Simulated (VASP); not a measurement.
# TiO2 (I4_1/amd) in VASP: single point with LDA

Aim: the single point of TiO2 with LDA.

Everything below comes from runs of VASP 6.6.1. Logs are shortened: lines on timing, memory, paths and dates and some standing lists are left out, and cuts for length are marked.

## Step 1: The cell of the first run

It takes space group I4_1/amd (No. 141, tetragonal). The conventional cell has a = 3.740 Å, b = 3.740 Å, c = 9.459 Å, α = 90.00°, β = 90.00°, γ = 90.00°. Within 2.5 Å of Ti (site symmetry -4m2) lie 6 O at 1.91 to 1.97 Å. O (site symmetry 2mm) has 3 Ti at 1.91 to 1.97 Å and 2 O at 2.44 Å within 2.5 Å.

## Step 2: Single point, LDA

Input file INCAR:

```
SYSTEM = TiO2
PREC = Accurate ; ENCUT = 600
EDIFF = 1E-6 ; ISMEAR = 0
SIGMA = 0.02 ; LREAL = .False.
LASPH = .True. ; NELM = 120
ALGO = Normal ; ISIF = 2
LWAVE = .False. ; LCHARG = .False.
GGA = CA ; NBANDS = 33
GGA_COMPAT = .False.
```

Input file KPOINTS:

```
regular mesh
0
Gamma
  10 10 10
  0 0 0
```

Input file POSCAR:

```
TiO2
1.0
   -1.8699207430      1.8699207430      4.7293131616
    1.8699207430     -1.8699207430      4.7293131616
    1.8699207430      1.8699207430     -4.7293131616
Ti O
2 4
Direct
    0.0000000000      0.0000000000      0.0000000000
    0.7500000000      0.2500000000      0.5000000000
    0.2079435118      0.2079435118      0.0000000000
    0.9579435118      0.4579435118      0.5000000000
    0.5420564882      0.0420564882      0.5000000000
    0.7920564882      0.7920564882      0.0000000000
```

Potentials or basis: VASP PAW LDA potentials, release 64 (Ti_sv, O).

Command:

```console
$ cat potpaw_LDA.64/Ti_sv/POTCAR potpaw_LDA.64/O/POTCAR > POTCAR
$ mpirun -np 1 vasp_std > vasp.out
```

OUTCAR:

```text
SYSTEM = TiO2
   PREC = Accurate
   ENCUT = 600
   EDIFF = 1E-6
   ISMEAR = 0
   LREAL = .False.
   LASPH = .True.
   NELM = 120
   ISIF = 2
   GGA = CA

 ion  position               nearest neighbor table
   1  0.000  0.000  0.000-   5 1.91   4 1.91   5 1.91   4 1.91   3 1.97   6 1.97
   2  0.750  0.250  0.500-   6 1.91   3 1.91   6 1.91   3 1.91   4 1.97   5 1.97
   3  0.208  0.208  0.000-   2 1.91   2 1.91   1 1.97
   4  0.958  0.458  0.500-   1 1.91   1 1.91   2 1.97
   5  0.542  0.042  0.500-   1 1.91   1 1.91   2 1.97
   6  0.792  0.792  0.000-   2 1.91   2 1.91   1 1.97

  LATTYP: Found a body centered tetragonal cell.
 ALAT       =     3.7398414860
 C/A-ratio  =     2.5291516655

  Lattice vectors:

 A1 = (  -1.8699207430,   1.8699207430,   4.7293131616)
 A2 = (   1.8699207430,  -1.8699207430,   4.7293131616)
 A3 = (   1.8699207430,   1.8699207430,  -4.7293131616)

Analysis of symmetry for initial positions (statically):
=====================================================================
 Subroutine PRICEL returns:
 Original cell was already a primitive cell.

 Routine SETGRP: Setting up the symmetry group for a
 body centered tetragonal supercell.

 Subroutine GETGRP returns: Found 16 space group operations
 (whereof  8 operations were pure point group operations)
 out of a pool of 16 trial point group operations.

The static configuration has the point symmetry D_2d.
 The point group associated with its full space group is D_4h.

Analysis of symmetry for dynamics (positions and initial velocities):
=====================================================================
 Subroutine PRICEL returns:
 Original cell was already a primitive cell.

 Routine SETGRP: Setting up the symmetry group for a
 body centered tetragonal supercell.

 Subroutine GETGRP returns: Found 16 space group operations
 (whereof  8 operations were pure point group operations)
 out of a pool of 16 trial point group operations.

The dynamic configuration has the point symmetry D_2d.
 The point group associated with its full space group is D_4h.

 Subroutine INISYM returns: Found 16 space group operations
 (whereof  8 operations are pure point group operations),
 and found     1 'primitive' translations

----------------------------------------------------------------------------------------

                                     Primitive cell

  volume of cell :      66.1461

  direct lattice vectors                    reciprocal lattice vectors
    -1.869920743  1.869920743  4.729313162     0.000000000  0.267391012  0.105723597
     1.869920743 -1.869920743  4.729313162     0.267391012  0.000000000  0.105723597
     1.869920743  1.869920743 -4.729313162     0.267391012  0.267391012  0.000000000

  length of vectors
     5.418450900  5.418450900  5.418450900     0.287533359  0.287533359  0.378147996

  position of ions in fractional coordinates (direct lattice)
     0.000000000  0.000000000  0.000000000
     0.750000000  0.250000000  0.500000000
     0.207943512  0.207943512  0.000000000
     0.957943512  0.457943512  0.500000000
     0.542056488  0.042056488  0.500000000
     0.792056488  0.792056488  0.000000000

  ion indices of the primitive-cell ions
   primitive index   ion index
                 1           1
                 2           2
                 3           3
                 4           4
                 5           5
                 6           6

----------------------------------------------------------------------------------------

 KPOINTS: regular mesh

Automatic generation of k-mesh.
 Grid dimensions read from file:
 generate k-points for:   10   10   10

 Generating k-lattice:

  Cartesian coordinates                     Fractional coordinates (reciprocal lattice)
     0.000000000  0.026739101  0.010572360     0.100000000  0.000000000  0.000000000
     0.026739101  0.000000000  0.010572360     0.000000000  0.100000000  0.000000000
     0.026739101  0.026739101  0.000000000     0.000000000  0.000000000  0.100000000

  Length of vectors
     0.028753336  0.028753336  0.037814800

  Shift w.r.t. Gamma in fractional coordinates (k-lattice)
     0.000000000  0.000000000  0.000000000

 Subroutine IBZKPT returns following result:
 ===========================================

 Found    102 irreducible k-points:

 Following reciprocal coordinates:
            Coordinates               Weight
  0.000000  0.000000  0.000000      1.000000
  0.100000 -0.000000  0.000000      8.000000
  0.200000 -0.000000  0.000000      8.000000
  0.300000 -0.000000  0.000000      8.000000
  0.400000 -0.000000  0.000000      8.000000
  0.500000 -0.000000  0.000000      4.000000
[... 16 lines left out ...]
  0.300000  0.300000  0.000000      8.000000
  0.400000  0.300000  0.000000     16.000000
 [... further k-points ...]
   k-points           NKPTS =    102   k-points in BZ     NKDIM =    102   number of bands    NBANDS=     33
   number of dos      NEDOS =    301   number of ions     NIONS =      6
   total plane-waves  NPLWV = 110592
   dimension x,y,z NGX =    48 NGY =   48 NGZ =   48
   dimension x,y,z NGXF=    96 NGYF=   96 NGZF=   96
   ions per type =               2   4
   NGX,Y,Z   is equivalent  to a cutoff of  14.73, 14.73, 14.73 a.u.
   NGXF,Y,Z  is equivalent  to a cutoff of  29.45, 29.45, 29.45 a.u.
 SYSTEM =  TiO2
   PREC   = accura    normal or accurate (medium, high low for compatibility)
   ISTART =      0    job   : 0-new  1-cont  2-samecut
   ICHARG =      2    charge: 1-file 2-atom 10-const
   ISPIN  =      1    spin polarized calculation?
   LNONCOLLINEAR =      F non collinear calculations
   LSORBIT =      F    spin-orbit coupling
   LASPH  =      T    aspherical Exc in radial PAW
   ENCUT  =  600.0 eV  44.10 Ry    6.64 a.u.  10.82 10.82 10.82*2*pi/ulx,y,z
   NELM   =    120;   NELMIN=  2; NELMDL= -5     # of ELM steps
   EDIFF  = 0.1E-05   stopping-criterion for ELM
   LREAL  =      F    real-space projection
   EDIFFG = 0.1E-04   stopping-criterion for IOM
   NSW    =      0    number of steps for IOM
   IBRION =     -1    ionic relax: 0-MD 1-quasi-New 2-CG
   NFREE  =      0    steps in history (QN), initial steepest desc. (CG)
   ISIF   =      2    stress and relaxation
   ISYM   =      2    0-nonsym 1-usesym 2-fastsym
   POTIM  = 0.5000    time-step for ionic-motion
   TEBEG  =    0.0;   TEEND  =   0.0 temperature during run
   PSTRESS=    0.0 pullay stress
   NELECT =      48.0000    total number of electrons
   NUPDOWN=      -1.0000    fix difference up-down
   EMIN   =  10.00;   EMAX   =-10.00  energy-range for DOS
   EFERMI =   0.00;   METHOD = LEGACY
   ISMEAR =     0;   SIGMA  =   0.02  broadening in eV -4-tet -1-fermi 0-gaus
   EFERMI_NEDOS =   21; number of points for ismear=-14 and -15
   IALGO  =     38    algorithm
   IMIX   =      4    mixing-type and parameters
     AMIX     =   0.40;   BMIX     =  1.00
     AMIX_MAG =   1.60;   BMIX_MAG =  1.00
  volume/ion in A,a.u.               =      11.02        74.40
  Fermi-wavevector in a.u.,A,eV,Ry     =   1.471139  2.780050 29.446415  2.164250
  Thomas-Fermi vector in A             =   2.586311
   LORBIT       =      0    0 simple, 1 ext, 2 COOP (PROOUT), +10 PAW based schemes
   GGA     = CA    functional components
   LHFCALC =     F    Hartree Fock is set to
   AEXX    =    0.0000 exact exchange contribution
   IVDW    =     0    specifies the selected vdW correction
   LEPSILON=     F    determine dielectric tensor
   LRPA    =     F    only Hartree local field effects (RPA)
 non-spin polarized calculation
 Gauss-broadening in eV      SIGMA  =   0.02
  energy-cutoff  :      600.00
  volume of cell :       66.15
 maximum number of plane-waves:      2258
 NGX is ok and might be reduce to    48
   NGX = 21   NGY = 21   NGZ = 21

 number of electron      47.9999997 magnetization

 Free energy of the ion-electron system (eV)
  ---------------------------------------------------
  ext. energy  EPLUGINS =         0.00000000
  ---------------------------------------------------
  free energy    TOTEN  =       -58.84535661 eV

  energy without entropy =      -58.84535661  energy(sigma->0) =      -58.84535661

 E-fermi :   3.4679     XC(G=0): -11.4929

 val. band max:        3.3598815233   @ k =  -0.4000   0.4000   0.0000
 cond. band min:       5.4364399443   @ k =   0.0000   0.0000   0.0000
 fundamental gap:      2.0765584210
 Fermi energy:         3.4678937778

 k-point     1 :       0.0000    0.0000    0.0000
  band No.  band energies     occupation
      1     -52.1776      2.00000
      2     -52.1040      2.00000
      3     -29.1045      2.00000
      4     -28.8266      2.00000
      5     -28.8266      2.00000
      6     -28.7439      2.00000
[... 25 lines left out ...]
     32       8.9566      0.00000
     33       8.9965      0.00000

 k-point     2 :       0.1000   -0.0000    0.0000
  band No.  band energies     occupation
      1     -52.1760      2.00000
      2     -52.1051      2.00000
      3     -29.1011      2.00000
      4     -28.8419      2.00000
      5     -28.8277      2.00000
      6     -28.7503      2.00000
[... 25 lines left out ...]
     32       9.0328      0.00000
     33       9.3010      0.00000

 k-point     3 :       0.2000   -0.0000    0.0000
  band No.  band energies     occupation
      1     -52.1714      2.00000
      2     -52.1081      2.00000
      3     -29.0927      2.00000
      4     -28.8804      2.00000
      5     -28.8304      2.00000
      6     -28.7654      2.00000
[... 25 lines left out ...]
     32       9.3767      0.00000
     33       9.7248      0.00000

 k-point     4 :       0.3000   -0.0000    0.0000
  band No.  band energies     occupation
      1     -52.1651      2.00000
      2     -52.1127      2.00000
      3     -29.0828      2.00000
      4     -28.9268      2.00000
      5     -28.8334      2.00000
      6     -28.7794      2.00000
[... 25 lines left out ...]
     32       9.5920      0.00000
     33      10.0018      0.00000

 k-point     5 :       0.4000   -0.0000    0.0000
  band No.  band energies     occupation
      1     -52.1590      2.00000
      2     -52.1174      2.00000
      3     -29.0743      2.00000
      4     -28.9654      2.00000
      5     -28.8355      2.00000
      6     -28.7858      2.00000
[... 604 lines left out ...]
 k-point    22 :      -0.2000    0.2000    0.0000
  band No.  band energies     occupation
      1     -52.1685      2.00000
      2     -52.1090      2.00000
      3     -29.0997      2.00000
      4     -28.9000      2.00000
      5     -28.8527      2.00000
      6     -28.7884      2.00000
[... 25 lines left out ...]
     32      10.1403      0.00000
     33      10.3004      0.00000

 k-point    23 :       0.3000    0.3000    0.0000
  band No.  band energies     occupation
      1     -52.1497      2.00000
      2     -52.1243      2.00000
      3     -29.0519      2.00000
      4     -28.9866      2.00000
      5     -28.8807      2.00000
      6     -28.8257      2.00000
[... 25 lines left out ...]
     32      10.1389      0.00000
     33      10.9708      0.00000

 k-point    24 :       0.4000    0.3000    0.0000
  band No.  band energies     occupation
      1     -52.1450      2.00000
      2     -52.1275      2.00000
      3     -29.0560      2.00000
      4     -29.0115      2.00000
      5     -28.8829      2.00000
      6     -28.8447      2.00000
[... 25 lines left out ...]
     32      10.1377      0.00000
     33      11.0607      0.00000

 [... further k-points ...]

------------------------ aborting loop because EDIFF is reached ----------------------------------------

  FORCE on cell =-STRESS in cart. coord.  units (eV):
  Direction    XX          YY          ZZ          XY          YZ          ZX
  --------------------------------------------------------------------------------------
  -------------------------------------------------------------------------------------
  Total        0.3767943      0.3767943      0.3741621      0.0000000      0.0000000      0.0000000
  in kB        9.1266305      9.1266305      9.0628733      0.0000000      0.0000000      0.0000000
  external PRESSURE =       9.1053781 kB  Pullay stress =       0.0000000 kB

 VOLUME and BASIS-vectors are now :
 -----------------------------------------------------------------------------
  energy-cutoff  :      600.00
  volume of cell :       66.15
      direct lattice vectors                 reciprocal lattice vectors
    -1.869920743  1.869920743  4.729313162     0.000000000  0.267391012  0.105723597
     1.869920743 -1.869920743  4.729313162     0.267391012  0.000000000  0.105723597
     1.869920743  1.869920743 -4.729313162     0.267391012  0.267391012  0.000000000

 POSITION                                       TOTAL-FORCE (eV/Angst)
 -----------------------------------------------------------------------------------
      0.00000      0.00000      0.00000         0.000000      0.000000      0.000000
     -0.00000      1.86992      2.36466         0.000000      0.000000      0.000000
      0.00000      0.00000      1.96686        -0.000000      0.000000      0.032071
     -0.00000      1.86992      4.33152         0.000000     -0.000000      0.032071
      0.00000      1.86992      0.39780         0.000000     -0.000000     -0.032071
      0.00000      0.00000      7.49177        -0.000000      0.000000     -0.032071
 -----------------------------------------------------------------------------------
    total drift:                               -0.000000     -0.000000     -0.000000

  FREE ENERGIE OF THE ION-ELECTRON SYSTEM (eV)
  ---------------------------------------------------
  free  energy   TOTEN  =       -58.8453566094 eV

  energy  without entropy=      -58.8453566094  energy(sigma->0) =      -58.84535661
```

It took 18 min on 1 thread of Oxide Virtual Turin-like, shared host; peak memory 0.36 GiB.

What came out:

| Quantity | Value |
| --- | --- |
| Free energy | -58.8454 eV |
| Pressure | 0.9 GPa |
| Largest force | 0.032 eV/Å |
| Band gap on the k mesh | 2.08 eV (least direct gap 2.42 eV) |

Forces in eV/Å, atoms in the order of the input:
```
Ti   0.000  0.000  0.000
Ti   0.000  0.000  0.000
O    0.000  0.000  0.032
O    0.000  0.000  0.032
O    0.000  0.000 -0.032
O    0.000  0.000 -0.032
```

Levels at points of the mesh, in eV from the valence-band top:
```tsv
k point	band 21	band 22	band 23	band 24	band 25	band 26	band 27	band 28
(0.00, 0.00, 0.00)	-0.76	-0.76	-0.50	-0.50	2.08	2.88	4.10	4.10
(0.50, 0.00, 0.00)	-2.04	-1.02	-0.81	-0.65	3.29	3.64	3.65	3.76
(0.50, 0.50, 0.00)	-2.17	-2.17	-0.03	-0.03	3.41	3.41	3.93	3.93
(0.50, 0.50, 0.50)	-1.28	-1.28	-0.10	-0.10	2.46	2.46	3.87	3.87
```
